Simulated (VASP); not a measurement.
# Al5BAs6 (P31m) in VASP: further runs

Aim: see how the results for Al5BAs6 move with the level of theory and the settings. Levels: PBE, r2SCAN. Tasks: single point.

All numbers are computed with VASP 6.6.1; they aren't measurements. Logs are shortened: lines on timing, memory, paths and dates and some standing lists are left out, and cuts for length are marked.

### 1 The cell of the first run

It takes space group P31m (No. 157, trigonal). Conventional cell: a = 6.813 Å, b = 6.813 Å, c = 6.469 Å, α = 90.00°, β = 90.00°, γ = 120.00°. Within 3.3 Å of Al (site symmetry 3) lie 4 As at 2.47 to 2.53 Å. Al (site symmetry m) has 4 As at 2.44 to 2.50 Å within 3.2 Å. Within 2.8 Å of B (site symmetry 3m) lie 4 As at 2.13 Å. Within 3.2 Å of As (site symmetry 3) lie 4 Al at 2.44 to 2.47 Å. As (site symmetry 3m) has 1 B at 2.13 Å and 3 Al at 2.45 Å within 2.8 Å. Within 2.8 Å of As (site symmetry m) lie 1 B at 2.13 Å and 3 Al at 2.50 to 2.53 Å.

### 2 Single point, PBE

File INCAR:

```
  PREC = Accurate
  ENCUT = 520
  EDIFF = 1E-7
  ISMEAR = 0
  SIGMA = 0.1
  LREAL = F
  LASPH = T
  NELM = 80
  ALGO = Normal
  ISIF = 2
  LWAVE = F
  LCHARG = F
  GGA = PE
  NBANDS = 36
```

File KPOINTS:

```
regular mesh
0
Gamma
  3 3 4
```

File POSCAR:

```
Al5BAs6
1.0
    6.8129525000      0.0000000000      0.0000000000
   -3.4064763000      5.9001900000      0.0000000000
    0.0000000000      0.0000000000      6.4691813000
Al B As
5 1 6
Direct
    0.6666667000      0.3333333000      0.0019230000
    0.3333333000      0.6666667000      0.0019230000
    0.0000000000      0.3199140000      0.5005280000
    0.6800860000      0.6800860000      0.5005280000
    0.3199140000      0.0000000000      0.5005280000
    0.0000000000      0.0000000000      0.9984710000
    0.6666667000      0.3333333000      0.3839930000
    0.3333333000      0.6666667000      0.3839930000
    0.0000000000      0.0000000000      0.3281090000
    0.0000000000      0.2942540000      0.8853350000
    0.7057460000      0.7057460000      0.8853350000
    0.2942540000      0.0000000000      0.8853350000
```

Potentials or basis: VASP PAW PBE potentials, release 64 (Al, B, As).

Started as:

```console
cat potpaw_PBE.64/Al/POTCAR potpaw_PBE.64/B/POTCAR potpaw_PBE.64/As/POTCAR > POTCAR
mpirun -np 1 vasp_std > vasp.out
```

OUTCAR:

```text
PREC = Accurate
   ENCUT = 520
   EDIFF = 1E-7
   ISMEAR = 0
   LREAL = F
   LASPH = T
   NELM = 80
   ISIF = 2
   GGA = PE

 ion  position               nearest neighbor table
   1  0.667  0.333  0.002-   7 2.47  10 2.53  12 2.53  11 2.53
   2  0.333  0.667  0.002-   8 2.47  12 2.53  10 2.53  11 2.53
   3  0.000  0.320  0.501-   7 2.44   8 2.44   9 2.45  10 2.50
   4  0.680  0.680  0.501-   8 2.44   7 2.44   9 2.45  11 2.50
   5  0.320  0.000  0.501-   8 2.44   7 2.44   9 2.45  12 2.50
   6  0.000  0.000  0.998-   9 2.13  12 2.13  11 2.13  10 2.13
   7  0.667  0.333  0.384-   3 2.44   5 2.44   4 2.44   1 2.47
   8  0.333  0.667  0.384-   5 2.44   3 2.44   4 2.44   2 2.47
   9  0.000  0.000  0.328-   6 2.13   5 2.45   4 2.45   3 2.45
  10  0.000  0.294  0.885-   6 2.13   3 2.50   1 2.53   2 2.53
  11  0.706  0.706  0.885-   6 2.13   4 2.50   2 2.53   1 2.53
  12  0.294  0.000  0.885-   6 2.13   5 2.50   2 2.53   1 2.53

  LATTYP: Found a hexagonal cell.
 ALAT       =     6.8129525000
 C/A-ratio  =     0.9495415240

  Lattice vectors:

 A1 = (   6.8129525000,   0.0000000000,   0.0000000000)
 A2 = (  -3.4064763000,   5.9001900000,   0.0000000000)
 A3 = (   0.0000000000,   0.0000000000,   6.4691813000)

Analysis of symmetry for initial positions (statically):
=====================================================================
 Subroutine PRICEL returns:
 Original cell was already a primitive cell.

 Routine SETGRP: Setting up the symmetry group for a
 hexagonal supercell.

 Subroutine GETGRP returns: Found  6 space group operations
 (whereof  6 operations were pure point group operations)
 out of a pool of 24 trial point group operations.

The static configuration has the point symmetry C_3v.

Analysis of symmetry for dynamics (positions and initial velocities):
=====================================================================
 Subroutine PRICEL returns:
 Original cell was already a primitive cell.

 Routine SETGRP: Setting up the symmetry group for a
 hexagonal supercell.

 Subroutine GETGRP returns: Found  6 space group operations
 (whereof  6 operations were pure point group operations)
 out of a pool of 24 trial point group operations.

The dynamic configuration has the point symmetry C_3v.

 Subroutine INISYM returns: Found  6 space group operations
 (whereof  6 operations are pure point group operations),
[... 110 lines left out ...]
   TEBEG  =    0.0;   TEEND  =   0.0 temperature during run
   PSTRESS=    0.0 pullay stress
   NELECT =      48.0000    total number of electrons
   NUPDOWN=      -1.0000    fix difference up-down
   EMIN   =  10.00;   EMAX   =-10.00  energy-range for DOS
   EFERMI =   0.00;   METHOD = LEGACY
   ISMEAR =     0;   SIGMA  =   0.10  broadening in eV -4-tet -1-fermi 0-gaus
   EFERMI_NEDOS =   21; number of points for ismear=-14 and -15
   IALGO  =     38    algorithm
   IMIX   =      4    mixing-type and parameters
     AMIX     =   0.40;   BMIX     =  1.00
     AMIX_MAG =   1.60;   BMIX_MAG =  1.00
  volume/ion in A,a.u.               =      21.67       146.24
  Fermi-wavevector in a.u.,A,eV,Ry     =   0.932120  1.761451 11.821383  0.868847
  Thomas-Fermi vector in A             =   2.058684
   LORBIT       =      0    0 simple, 1 ext, 2 COOP (PROOUT), +10 PAW based schemes
   GGA     = PE    functional components
   LHFCALC =     F    Hartree Fock is set to
   AEXX    =    0.0000 exact exchange contribution
   IVDW    =     0    specifies the selected vdW correction
   LEPSILON=     F    determine dielectric tensor
   LRPA    =     F    only Hartree local field effects (RPA)
 non-spin polarized calculation
 Gauss-broadening in eV      SIGMA  =   0.10
  energy-cutoff  :      520.00
  volume of cell :      260.05
 maximum number of plane-waves:      7033
 NGX is ok and might be reduce to    54
   NGX = 25   NGY = 25   NGZ = 25

 number of electron      48.0000001 magnetization

 Free energy of the ion-electron system (eV)
  ---------------------------------------------------
  ext. energy  EPLUGINS =         0.00000000
  ---------------------------------------------------
  free energy    TOTEN  =       -57.51733863 eV

  energy without entropy =      -57.51733863  energy(sigma->0) =      -57.51733863

 E-fermi :   4.5935     XC(G=0):  -9.1406

 val. band max:        4.1598213332   @ k =   0.0000   0.0000   0.0000
 cond. band min:       5.3693843381   @ k =   0.3333   0.3333   0.2500
 fundamental gap:      1.2095630049
 Fermi energy:         4.5934747116

 k-point     1 :       0.0000    0.0000    0.0000
  band No.  band energies     occupation
      1      -8.3755      2.00000
      2      -6.7571      2.00000
      3      -6.2824      2.00000
      4      -6.2241      2.00000
      5      -6.2241      2.00000
      6      -6.0705      2.00000
[... 379 lines left out ...]
     35       7.9220      0.00000
     36       8.3505      0.00000

------------------------ aborting loop because EDIFF is reached ----------------------------------------

  FORCE on cell =-STRESS in cart. coord.  units (eV):
  Direction    XX          YY          ZZ          XY          YZ          ZX
  --------------------------------------------------------------------------------------
  -------------------------------------------------------------------------------------
  Total        0.2460301      0.2460301      0.2679705     -0.0000000      0.0000000      0.0000000
  in kB        1.5158216      1.5158216      1.6509994     -0.0000000      0.0000000      0.0000000
  external PRESSURE =       1.5608809 kB  Pullay stress =       0.0000000 kB

 VOLUME and BASIS-vectors are now :
 -----------------------------------------------------------------------------
  energy-cutoff  :      520.00
  volume of cell :      260.05
      direct lattice vectors                 reciprocal lattice vectors
     6.812952500  0.000000000  0.000000000     0.146779241  0.084743035  0.000000000
    -3.406476300  5.900190000  0.000000000     0.000000000  0.169486067  0.000000000
     0.000000000  0.000000000  6.469181300     0.000000000  0.000000000  0.154579066

 POSITION                                       TOTAL-FORCE (eV/Angst)
 -----------------------------------------------------------------------------------
      3.40648      1.96673      0.01244         0.000000     -0.000000     -0.002125
     -0.00000      3.93346      0.01244         0.000000      0.000000     -0.002125
     -1.08978      1.88755      3.23801         0.000556     -0.000963      0.003618
      2.31670      4.01264      3.23801         0.000556      0.000963      0.003618
      2.17956      0.00000      3.23801        -0.001112      0.000000      0.003618
      0.00000      0.00000      6.45929         0.000000      0.000000     -0.001423
      3.40648      1.96673      2.48412         0.000000      0.000000      0.003535
     -0.00000      3.93346      2.48412         0.000000      0.000000      0.003535
      0.00000      0.00000      2.12260         0.000000      0.000000      0.010865
     -1.00237      1.73615      5.72739        -0.006602      0.011435     -0.007706
      2.40411      4.16404      5.72739        -0.006602     -0.011435     -0.007706
      2.00474      0.00000      5.72739         0.013204     -0.000000     -0.007706
 -----------------------------------------------------------------------------------
    total drift:                               -0.000001     -0.000000     -0.000042

  FREE ENERGIE OF THE ION-ELECTRON SYSTEM (eV)
  ---------------------------------------------------
  free  energy   TOTEN  =       -57.5173386325 eV

  energy  without entropy=      -57.5173386325  energy(sigma->0) =      -57.51733863
```

OSZICAR:

```text
N       E                     dE             d eps       ncg     rms          rms(c)
DAV:   1     0.151935580047E+03    0.15194E+03   -0.18049E+04   720   0.110E+03
DAV:   2    -0.439063767133E+02   -0.19584E+03   -0.18379E+03   916   0.159E+02
DAV:   3    -0.586391663104E+02   -0.14733E+02   -0.14548E+02   912   0.444E+01
DAV:   4    -0.589138658337E+02   -0.27470E+00   -0.27370E+00   896   0.680E+00
DAV:   5    -0.589198737873E+02   -0.60080E-02   -0.60054E-02   956   0.105E+00    0.799E+00
DAV:   6    -0.576934964302E+02    0.12264E+01   -0.18293E+00   848   0.520E+00    0.455E+00
DAV:   7    -0.575179431660E+02    0.17555E+00   -0.98710E-01   884   0.345E+00    0.184E+00
DAV:   8    -0.575138644388E+02    0.40787E-02   -0.68402E-02   876   0.128E+00    0.475E-01
DAV:   9    -0.575163575063E+02   -0.24931E-02   -0.18724E-02   844   0.600E-01    0.192E-01
DAV:  10    -0.575171853957E+02   -0.82789E-03   -0.43235E-03   804   0.230E-01    0.985E-02
DAV:  11    -0.575172251950E+02   -0.39799E-04   -0.54072E-04   888   0.976E-02    0.493E-02
DAV:  12    -0.575173209008E+02   -0.95706E-04   -0.16900E-04   792   0.545E-02    0.115E-02
DAV:  13    -0.575173367347E+02   -0.15834E-04   -0.24446E-05   888   0.206E-02    0.100E-02
DAV:  14    -0.575173386631E+02   -0.19284E-05   -0.66914E-06   784   0.987E-03    0.257E-03
DAV:  15    -0.575173386325E+02    0.30550E-07   -0.68139E-07   924   0.398E-03
   1 F= -.57517339E+02 E0= -.57517339E+02  d E =-.213311E-10
```

Run time: 60 s. Hardware: 1 thread of Intel Xeon 6975P-C (Granite Rapids), shared host; peak memory 0.39 GiB.

Results:

```
Free energy            : -57.5173 eV
Pressure               : 0.2 GPa
Largest force          : 0.015 eV/Å
Band gap on the k mesh : 1.21 eV (least direct gap 1.27 eV)
```

Forces in eV/Å, atoms in the order of the input:
```
Al   0.000  0.000 -0.002
Al   0.000  0.000 -0.002
Al   0.001 -0.001  0.004
Al   0.001  0.001  0.004
Al  -0.001  0.000  0.004
B    0.000  0.000 -0.001
As   0.000  0.000  0.004
As   0.000  0.000  0.004
As   0.000  0.000  0.011
As  -0.007  0.011 -0.008
As  -0.007 -0.011 -0.008
As   0.013  0.000 -0.008
```

Levels at points of the mesh, in eV from the valence-band top:
```tsv
k point	band 22	band 23	band 24	band 25	band 26	band 27
(0.00, 0.00, 0.00)	-0.22	0.00	0.00	1.27	2.01	2.01
(0.00, 0.00, 0.50)	-0.79	-0.47	-0.47	1.71	2.15	2.57
```

A k mesh can miss the band edges.

(Continued in part 2 of 2.)
